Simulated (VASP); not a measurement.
# ZrBiSe3 (P3m1) in VASP: further runs

ZrBiSe3 is run at these levels: PBE+D3(BJ); tasks: single point, relaxation of cell and atoms.

All numbers are computed with VASP 6.6.1; they aren't measurements. Logs are shortened: lines on timing, memory, paths and dates and some standing lists are left out, and cuts for length are marked.

**1. The cell of the first run**

Symmetry: P3m1, No. 156, trigonal system. Conventional cell: a = 3.612 Å, b = 3.612 Å, c = 12.112 Å, α = 90.00°, β = 90.00°, γ = 120.00°. Within 3.5 Å of Zr (site symmetry 3m) lie 6 Se at 2.66 to 2.67 Å. Within 3.4 Å of Bi (site symmetry 3m) lie 2 Se at 2.58 to 3.34 Å. Within 3.4 Å of Se (site symmetry 3m) lie 1 Bi at 2.58 Å. Within 3.5 Å of Se (site symmetry 3m) lie 3 Zr at 2.66 Å. Se (site symmetry 3m) has 3 Zr at 2.67 Å and 1 Bi at 3.34 Å within 3.5 Å.

**2. Single point, PBE+D3(BJ)**

INCAR reads:

```
PREC     = Accurate       # precision mode
ENCUT    = 520            # plane-wave cutoff, eV
EDIFF    = 1E-6           # SCF threshold, eV
ISMEAR   = 0              # smearing method
SIGMA    = 0.1            # smearing width, eV
LREAL    = F              # projectors in reciprocal space
LASPH    = T              # aspherical terms in the spheres
NELM     = 80             # most SCF steps
ALGO     = Normal         # electronic algorithm
ISIF     = 2              # what is computed and relaxed
LWAVE    = F              # write WAVECAR
LCHARG   = F              # write CHGCAR
GGA      = PE             # functional
IVDW     = 12             # dispersion correction
NBANDS   = 30             # bands
```

KPOINTS reads:

```
regular mesh
0
Gamma
  6 6 2
```

POSCAR reads:

```
ZrBiSe3
1.0
    3.6118404465      0.0000000000      0.0000000000
   -1.8059202233      3.1279455811      0.0000000000
    0.0000000000      0.0000000000     12.1115032478
Zr Bi Se
1 1 3
Direct
    0.6666666667      0.3333333333      0.3841555933
    0.0000000000      0.0000000000      0.7982768593
    0.0000000000      0.0000000000      0.0109714185
    0.3333333333      0.6666666667      0.2481686616
    0.0000000000      0.0000000000      0.5224602673
```

Potentials or basis: VASP PAW PBE potentials, release 64 (Zr_sv, Bi_d, Se).

Command:

```bash
$ cat potpaw_PBE.64/Zr_sv/POTCAR potpaw_PBE.64/Bi_d/POTCAR potpaw_PBE.64/Se/POTCAR > POTCAR
$ mpirun -np 1 vasp_std > vasp.out
```

OUTCAR:

```text
PREC = Accurate
   ENCUT = 520
   EDIFF = 1E-6
   ISMEAR = 0
   LREAL = F
   LASPH = T
   NELM = 80
   ISIF = 2
   GGA = PE
   IVDW = 12
 IVDW          = 12

 ion  position               nearest neighbor table
   1  0.667  0.333  0.384-   4 2.66   4 2.66   4 2.66   5 2.67   5 2.67   5 2.67
   2  0.000  0.000  0.798-   3 2.58   5 3.34
   3  0.000  0.000  0.011-   2 2.58
   4  0.333  0.667  0.248-   1 2.66   1 2.66   1 2.66
   5  0.000  0.000  0.522-   1 2.67   1 2.67   1 2.67   2 3.34

  LATTYP: Found a hexagonal cell.
 ALAT       =     3.6118404465
 C/A-ratio  =     3.3532774848

  Lattice vectors:

 A1 = (   3.6118404465,   0.0000000000,   0.0000000000)
 A2 = (  -1.8059202233,   3.1279455811,   0.0000000000)
 A3 = (   0.0000000000,   0.0000000000,  12.1115032478)

Analysis of symmetry for initial positions (statically):
=====================================================================
 Subroutine PRICEL returns:
 Original cell was already a primitive cell.

 Routine SETGRP: Setting up the symmetry group for a
 hexagonal supercell.

 Subroutine GETGRP returns: Found  6 space group operations
 (whereof  6 operations were pure point group operations)
 out of a pool of 24 trial point group operations.

The static configuration has the point symmetry C_3v.

Analysis of symmetry for dynamics (positions and initial velocities):
=====================================================================
 Subroutine PRICEL returns:
 Original cell was already a primitive cell.

 Routine SETGRP: Setting up the symmetry group for a
 hexagonal supercell.

 Subroutine GETGRP returns: Found  6 space group operations
 (whereof  6 operations were pure point group operations)
 out of a pool of 24 trial point group operations.

The dynamic configuration has the point symmetry C_3v.

 Subroutine INISYM returns: Found  6 space group operations
 (whereof  6 operations are pure point group operations),
 and found     1 'primitive' translations

----------------------------------------------------------------------------------------

                                     Primitive cell

  volume of cell :     136.8314

  direct lattice vectors                    reciprocal lattice vectors
     3.611840447  0.000000000  0.000000000     0.276867158  0.159849328  0.000000000
    -1.805920223  3.127945581  0.000000000     0.000000000  0.319698657  0.000000000
     0.000000000  0.000000000 12.111503248     0.000000000  0.000000000  0.082566134

  length of vectors
     3.611840447  3.611840447 12.111503248     0.319698657  0.319698657  0.082566134

  position of ions in fractional coordinates (direct lattice)
     0.666666667  0.333333333  0.384155593
     0.000000000  0.000000000  0.798276859
     0.000000000  0.000000000  0.010971418
     0.333333333  0.666666667  0.248168662
     0.000000000  0.000000000  0.522460267

  ion indices of the primitive-cell ions
   primitive index   ion index
                 1           1
                 2           2
                 3           3
                 4           4
                 5           5

----------------------------------------------------------------------------------------

 KPOINTS: regular mesh

Automatic generation of k-mesh.
 Grid dimensions read from file:
 generate k-points for:    6    6    2

 Generating k-lattice:

  Cartesian coordinates                     Fractional coordinates (reciprocal lattice)
     0.046144526  0.026641555  0.000000000     0.166666667  0.000000000  0.000000000
     0.000000000  0.053283109  0.000000000     0.000000000  0.166666667  0.000000000
     0.000000000  0.000000000  0.041283067     0.000000000  0.000000000  0.500000000

  Length of vectors
     0.053283109  0.053283109  0.041283067

  Shift w.r.t. Gamma in fractional coordinates (k-lattice)
     0.000000000  0.000000000  0.000000000

 Subroutine IBZKPT returns following result:
 ===========================================

 Found     14 irreducible k-points:

 Following reciprocal coordinates:
            Coordinates               Weight
  0.000000  0.000000  0.000000      1.000000
  0.166667  0.000000  0.000000      6.000000
  0.333333  0.000000  0.000000      6.000000
  0.500000  0.000000  0.000000      3.000000
  0.166667  0.166667  0.000000      6.000000
  0.333333  0.166667  0.000000     12.000000
  0.333333  0.333333  0.000000      2.000000
  0.000000  0.000000  0.500000      1.000000
  0.166667  0.000000  0.500000      6.000000
  0.333333  0.000000  0.500000      6.000000
  0.500000  0.000000  0.500000      3.000000
  0.166667  0.166667  0.500000      6.000000
  0.333333  0.166667  0.500000     12.000000
  0.333333  0.333333  0.500000      2.000000
   k-points           NKPTS =     14   k-points in BZ     NKDIM =     14   number of bands    NBANDS=     30
   number of dos      NEDOS =    301   number of ions     NIONS =      5
   total plane-waves  NPLWV =  70560
   dimension x,y,z NGX =    28 NGY =   28 NGZ =   90
   dimension x,y,z NGXF=    56 NGYF=   56 NGZF=  180
   ions per type =               1   1   3
   NGX,Y,Z   is equivalent  to a cutoff of  12.89, 12.89, 12.35 a.u.
   NGXF,Y,Z  is equivalent  to a cutoff of  25.78, 25.78, 24.71 a.u.
 SYSTEM =  unknown system
   PREC   = accura    normal or accurate (medium, high low for compatibility)
   ISTART =      0    job   : 0-new  1-cont  2-samecut
   ICHARG =      2    charge: 1-file 2-atom 10-const
   ISPIN  =      1    spin polarized calculation?
   LNONCOLLINEAR =      F non collinear calculations
   LSORBIT =      F    spin-orbit coupling
   LASPH  =      T    aspherical Exc in radial PAW
   ENCUT  =  520.0 eV  38.22 Ry    6.18 a.u.   6.72  6.72 22.52*2*pi/ulx,y,z
   NELM   =     80;   NELMIN=  2; NELMDL= -5     # of ELM steps
   EDIFF  = 0.1E-05   stopping-criterion for ELM
   LREAL  =      F    real-space projection
   EDIFFG = 0.1E-04   stopping-criterion for IOM
   NSW    =      0    number of steps for IOM
   IBRION =     -1    ionic relax: 0-MD 1-quasi-New 2-CG
   NFREE  =      0    steps in history (QN), initial steepest desc. (CG)
   ISIF   =      2    stress and relaxation
   ISYM   =      2    0-nonsym 1-usesym 2-fastsym
   POTIM  = 0.5000    time-step for ionic-motion
   TEBEG  =    0.0;   TEEND  =   0.0 temperature during run
   PSTRESS=    0.0 pullay stress
   NELECT =      45.0000    total number of electrons
   NUPDOWN=      -1.0000    fix difference up-down
   EMIN   =  10.00;   EMAX   =-10.00  energy-range for DOS
   EFERMI =   0.00;   METHOD = LEGACY
   ISMEAR =     0;   SIGMA  =   0.10  broadening in eV -4-tet -1-fermi 0-gaus
   EFERMI_NEDOS =   21; number of points for ismear=-14 and -15
   IALGO  =     38    algorithm
   IMIX   =      4    mixing-type and parameters
     AMIX     =   0.40;   BMIX     =  1.00
     AMIX_MAG =   1.60;   BMIX_MAG =  1.00
  volume/ion in A,a.u.               =      27.37       184.68
  Fermi-wavevector in a.u.,A,eV,Ry     =   1.130014  2.135416 17.373703  1.276931
  Thomas-Fermi vector in A             =   2.266709
   LORBIT       =      0    0 simple, 1 ext, 2 COOP (PROOUT), +10 PAW based schemes
   GGA     = PE    functional components
   LHFCALC =     F    Hartree Fock is set to
   AEXX    =    0.0000 exact exchange contribution
   IVDW    =    12    specifies the selected vdW correction
   LEPSILON=     F    determine dielectric tensor
   LRPA    =     F    only Hartree local field effects (RPA)
 non-spin polarized calculation
 Gauss-broadening in eV      SIGMA  =   0.10
  energy-cutoff  :      520.00
  volume of cell :      136.83
 maximum number of plane-waves:      3717
 NGX is ok and might be reduce to    28
   NGX = 13   NGY = 13   NGZ = 45

 number of electron      44.9999997 magnetization

 Free energy of the ion-electron system (eV)
  ---------------------------------------------------
  ext. energy  EPLUGINS =         0.00000000
  ---------------------------------------------------
  free energy    TOTEN  =       -26.27381389 eV

  energy without entropy =      -26.25305692  energy(sigma->0) =      -26.26343541

 E-fermi :   4.6222     XC(G=0):  -9.5020

 val. band max:        4.6143803190   @ k =   0.3333   0.0000   0.5000
 cond. band min:       4.6264509559   @ k =   0.3333   0.0000   0.0000
 fundamental gap:      0.0120706369
 Fermi energy:         4.6222062224

 k-point     1 :       0.0000    0.0000    0.0000
  band No.  band energies     occupation
      1     -44.7216      2.00000
      2     -22.8142      2.00000
      3     -22.6580      2.00000
      4     -22.6580      2.00000
      5     -18.1878      2.00000
      6     -18.1707      2.00000
[... 22 lines left out ...]
     29       9.1335      0.00000
     30       9.1335      0.00000

 k-point     2 :       0.1667    0.0000    0.0000
  band No.  band energies     occupation
      1     -44.7158      2.00000
      2     -22.7960      2.00000
      3     -22.7328      2.00000
      4     -22.6742      2.00000
      5     -18.1839      2.00000
      6     -18.1626      2.00000
[... 22 lines left out ...]
     29       8.7410      0.00000
     30       8.9052      0.00000

 k-point     3 :       0.3333    0.0000    0.0000
  band No.  band energies     occupation
      1     -44.7041      2.00000
      2     -22.8798      2.00000
      3     -22.7583      2.00000
      4     -22.7063      2.00000
      5     -18.1971      2.00000
      6     -18.1260      2.00000
[... 22 lines left out ...]
     29       9.1487      0.00000
     30       9.4910      0.00000

 k-point     4 :       0.5000    0.0000    0.0000
  band No.  band energies     occupation
      1     -44.6982      2.00000
      2     -22.9510      2.00000
      3     -22.7397      2.00000
      4     -22.7222      2.00000
      5     -18.2045      2.00000
      6     -18.1196      2.00000
[... 286 lines left out ...]
     29       8.7883      0.00000
     30       9.1365      0.00000

 k-point    13 :       0.3333    0.1667    0.5000
  band No.  band energies     occupation
      1     -44.6982      2.00000
      2     -22.9128      2.00000
      3     -22.7623      2.00000
      4     -22.7395      2.00000
      5     -18.1757      2.00000
      6     -18.1219      2.00000
[... 22 lines left out ...]
     29       9.0213      0.00000
     30       9.9714      0.00000

 k-point    14 :       0.3333    0.3333    0.5000
  band No.  band energies     occupation
      1     -44.6953      2.00000
      2     -22.8606      2.00000
      3     -22.8586      2.00000
      4     -22.7313      2.00000
      5     -18.1248      2.00000
      6     -18.1194      2.00000
[... 22 lines left out ...]
     29       9.0537      0.00000
     30      10.1843      0.00000

------------------------ aborting loop because EDIFF is reached ----------------------------------------

 Edisp (eV)   -1.97757

 E8    (eV) :    -0.9004

  FORCE on cell =-STRESS in cart. coord.  units (eV):
  Direction    XX          YY          ZZ          XY          YZ          ZX
  --------------------------------------------------------------------------------------
  -------------------------------------------------------------------------------------
  Total       0.00724     0.00724     0.08707    -0.00000    -0.00000    -0.00000
  in kB       0.08480     0.08480     1.01955    -0.00000    -0.00000    -0.00000
  external pressure =        0.40 kB  Pullay stress =        0.00 kB

 VOLUME and BASIS-vectors are now :
 -----------------------------------------------------------------------------
  energy-cutoff  :      520.00
  volume of cell :      136.83
      direct lattice vectors                 reciprocal lattice vectors
     3.611840447  0.000000000  0.000000000     0.276867158  0.159849328  0.000000000
    -1.805920223  3.127945581  0.000000000     0.000000000  0.319698657  0.000000000
     0.000000000  0.000000000 12.111503248     0.000000000  0.000000000  0.082566134

 POSITION                                       TOTAL-FORCE (eV/Angst)
 -----------------------------------------------------------------------------------
      1.80592      1.04265      4.65270        -0.000000      0.000000     -0.013467
      0.00000      0.00000      9.66833        -0.000000      0.000000     -0.013229
      0.00000      0.00000      0.13288         0.000000      0.000000      0.018667
     -0.00000      2.08530      3.00570        -0.000000      0.000000     -0.012976
      0.00000      0.00000      6.32778         0.000000      0.000000      0.021005
 -----------------------------------------------------------------------------------
    total drift:                               -0.000000      0.000000      0.000764

  FREE ENERGIE OF THE ION-ELECTRON SYSTEM (eV)
  ---------------------------------------------------
  free  energy   TOTEN  =       -28.2513829428 eV

  energy  without entropy=      -28.2306259750  energy(sigma->0) =      -28.24100446
```

Run time: 40 s. Hardware: 1 thread of Intel Xeon 6975P-C (Granite Rapids), shared host; peak memory 0.28 GiB.

Results:

| Property | Result |
| --- | --- |
| Free energy | -28.2514 eV |
| Pressure | 0.0 GPa |
| Largest force | 0.021 eV/Å |
| Dispersion energy per atom | -0.396 eV |

Forces in eV/Å, atoms in the order of the input:
```
Zr   0.000  0.000 -0.013
Bi   0.000  0.000 -0.013
Se   0.000  0.000  0.019
Se   0.000  0.000 -0.013
Se   0.000  0.000  0.021
```

Levels at points of the mesh, in eV from the Fermi level:
```csv
k point,band 21,band 22,band 23,band 24,band 25,band 26
"(0.00, 0.00, 0.00)",0.76,0.76,1.08,1.08,1.38,2.77
"(0.50, 0.00, 0.00)",-1.22,-1.18,-0.20,-0.15,2.34,2.96
"(0.00, 0.00, 0.50)",0.72,0.77,0.77,1.08,1.08,2.66
"(0.50, 0.00, 0.50)",-1.63,-1.16,-0.23,-0.01,2.38,2.96
```

Caveat: spin-orbit coupling is left out, which moves the levels of the heavy elements; pairwise dispersion overbinds metals, which lowers pressure and volume.

**3. Single point, PBE+D3(BJ)**

This run uses another cell than the first one, of 29.19 Å³/atom, 1.067 times its volume.

INCAR reads:

```
SYSTEM = ZrBiSe3
  PREC = Accurate
  ENCUT = 520
  EDIFF = 1E-6
  ISMEAR = 0
  SIGMA = 0.1
  LREAL = .False.
  LASPH = .True.
  NELM = 100
  ALGO = Normal
  ISIF = 2
  LWAVE = .False.
  LCHARG = .False.
  GGA = PE
  IVDW = 12
  NBANDS = 30
```

KPOINTS reads:

```
regular mesh
0
Gamma
  6 6 2
  0 0 0
```

POSCAR reads:

```
ZrBiSe3
1.0
    3.8775000000      0.0000000000      0.0000000000
   -1.9387500000      3.3580135000      0.0000000000
    0.0000000000      0.0000000000     11.2101003200
Zr Bi Se
1 1 3
Direct
    0.6666666700      0.3333333300      0.3979418600
    0.0000000000      0.0000000000      0.7702072300
    0.0000000000      0.0000000000      0.0000000000
    0.3333333300      0.6666666700      0.2554692500
    0.0000000000      0.0000000000      0.5404144600
```

Potentials or basis: VASP PAW PBE potentials, release 64 (Zr_sv, Bi_d, Se).

Command:

```bash
$ cat potpaw_PBE.64/Zr_sv/POTCAR potpaw_PBE.64/Bi_d/POTCAR potpaw_PBE.64/Se/POTCAR > POTCAR
$ mpirun -np 1 vasp_std > vasp.out
```

Run time: 51 s. Hardware: 1 thread of Intel Xeon 6975P-C (Granite Rapids), shared host; peak memory 0.29 GiB.

Results (log left out):

* Free energy: -27.0164 eV
* Pressure: -1.4 GPa
* Largest force: 3.334 eV/Å
* Dispersion energy per atom: -0.372 eV

Forces on the atoms (eV/Å):
```
Zr   0.000  0.000 -0.615
Bi   0.000  0.000  2.894
Se   0.000  0.000  0.491
Se   0.000  0.000  0.564
Se   0.000  0.000 -3.334
```

Stress tensor (GPa, compression positive):
```
-6.59  0.00  0.00
 0.00 -6.59  0.00
 0.00  0.00  8.88
```

Levels at points of the mesh, in eV from the Fermi level:
```csv
k point,band 21,band 22,band 23,band 24,band 25,band 26
"(0.00, 0.00, 0.00)",0.40,0.40,0.56,0.56,1.15,2.93
"(0.50, 0.00, 0.00)",-1.15,-0.45,-0.25,-0.01,1.76,1.94
"(0.00, 0.00, 0.50)",0.45,0.45,0.57,0.57,0.85,2.78
"(0.50, 0.00, 0.50)",-1.08,-0.91,-0.32,0.18,1.89,1.95
```

Caveat: spin-orbit coupling is left out, which moves the levels of the heavy elements; forces of over 1 eV/Å act on the atoms, so gaps and moduli don't describe the material at rest.

**4. Relaxation of cell and atoms, PBE+D3(BJ)**

This run uses another cell than the first one, of 29.19 Å³/atom, 1.067 times its volume.

INCAR reads:

```
PREC = Accurate
ENCUT = 600
EDIFF = 1E-7
ISMEAR = 0
SIGMA = 0.1
LREAL = False
LASPH = True
NELM = 80
ALGO = Normal
ISIF = 3
LWAVE = False
LCHARG = False
GGA = PE
IVDW = 12
IBRION = 2
NSW = 90
EDIFFG = -0.04
```

KPOINTS reads:

```
regular mesh
0
Gamma
  6 6 2
```

POSCAR is that of step 3.

Command:

```bash
$ cat potpaw_PBE.64/Zr_sv/POTCAR potpaw_PBE.64/Bi_d/POTCAR potpaw_PBE.64/Se/POTCAR > POTCAR
$ mpirun -np 1 vasp_std > vasp.out
```

It took 8.3 min on 1 thread of Intel Xeon 6975P-C (Granite Rapids), shared host; peak memory 0.36 GiB.

The run converged. Its results:

```yaml
Free_energy: -28.2513 eV
Relaxed_volume: 27.40 Å³/atom
Relaxed_cell: a = 3.615 Å, b = 3.615 Å, c = 12.108 Å, α = 90.00°, β = 90.00°, γ = 120.00°
Space_group_after_relaxing_to_0.05_Å: P3m1 (No. 156)
Energy_gained_by_relaxing: 247.0 meV/atom
Ionic_steps: 18
Pressure_after_relaxing: 0.0 GPa
Largest_force_after_relaxing: 0.039 eV/Å
Dispersion_energy_per_atom: -0.395 eV
```

Forces in eV/Å, atoms in the order of the input:
```
Zr   0.000  0.000  0.027
Bi   0.000  0.000  0.002
Se   0.000  0.000 -0.009
Se   0.000  0.000 -0.039
Se   0.000  0.000  0.018
```

Step by step:
| step | energy change (eV) | largest force (eV/Å) | pressure (GPa) | volume (Å³) |
| --- | --- | --- | --- | --- |
| 1 | 0.0000 | 3.3346 | -1.42 | 145.96 |
| 2 | -1.1278 | 1.0421 | -0.38 | 139.70 |
| 3 | -1.1400 | 1.1382 | 0.24 | 138.72 |
| 4 | -1.1989 | 0.3430 | -0.13 | 139.30 |
| 5 | -1.1989 | 0.3419 | -0.13 | 139.30 |
| 6 | -1.2089 | 0.2068 | 0.03 | 138.92 |
| 7 | -1.2122 | 0.2164 | 0.20 | 138.56 |
| 8 | -1.2150 | 0.1292 | -0.36 | 139.26 |
| 9 | -1.2150 | 0.1253 | -0.33 | 139.22 |
| 10 | -1.2179 | 0.1173 | -0.22 | 138.84 |
| 11 | -1.2220 | 0.0953 | 0.14 | 137.69 |
| 12 | -1.2259 | 0.0736 | 0.07 | 137.74 |
| 13 | -1.2305 | 0.1862 | -0.07 | 137.84 |
| 14 | -1.2339 | 0.0705 | 0.02 | 137.59 |
| 15 | -1.2341 | 0.0770 | 0.04 | 137.52 |
| 16 | -1.2346 | 0.0573 | -0.14 | 137.61 |
| 17 | -1.2346 | 0.0572 | -0.15 | 137.62 |
| 18 | -1.2350 | 0.0393 | 0.02 | 137.02 |

Final structure:
```yaml
crystal:
  lattice:
    - [3.61485, 0.00000, 0.00000]
    - [-1.80742, 3.13055, 0.00000]
    - [0.00000, 0.00000, 12.10833]
  atoms:
    - { symbol: Zr, position: [0.66667, 0.33333, 0.38379] }
    - { symbol: Bi, position: [0.00000, 0.00000, 0.79852] }
    - { symbol: Se, position: [0.00000, 0.00000, 0.01142] }
    - { symbol: Se, position: [0.33333, 0.66667, 0.24819] }
    - { symbol: Se, position: [0.00000, 0.00000, 0.52211] }
```

Levels at points of the mesh, in eV from the Fermi level:
```
           k point  band 20  band 21  band 22  band 23  band 24  band 25  band 26  band 27
(0.00, 0.00, 0.00)    -0.03     0.76     0.76     1.08     1.08     1.40     2.76     4.21
(0.50, 0.00, 0.00)    -1.89    -1.22    -1.18    -0.20    -0.14     2.33     2.95     3.26
(0.00, 0.00, 0.50)    -0.04     0.73     0.77     0.77     1.08     1.08     2.65     4.10
(0.50, 0.00, 0.50)    -1.92    -1.62    -1.17    -0.23     0.00     2.37     2.94     3.35
```

Caveat: spin-orbit coupling is left out, which moves the levels of the heavy elements.

[end of part 1 of 2]
